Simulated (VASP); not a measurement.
Crystal: Al.

```
Al
1.0
     0.00000    1.99744    1.99744
     1.99744    0.00000    1.99744
     1.99744    1.99744    0.00000
Al
1
Direct
  0.00000 0.00000 0.00000
```

Base run:

```yaml
Program: VASP 6.6.1
Functional: revPBE
Potentials_or_basis: VASP PAW PBE potentials, release 64 (Al)
Cutoff: 520 eV
k_mesh: 11 × 11 × 11
Occupations: fermi-dirac, width 0.05 eV
Spin: no spin polarisation
```

Its results: pressure 4.1 GPa.

**Question.** The run is repeated on the same cell with these changes: functional from revPBE to r2SCANh; k mesh from 11 × 11 × 11 to 6 × 6 × 6. What comes out?

**Answer.** Pressure -0.2 GPa.

Several settings changed at once, so the effect can't be laid on one alone.

Caveats: some runs use coarse meshes; the PAW data sets were made with another functional, which shifts forces and pressure a little.
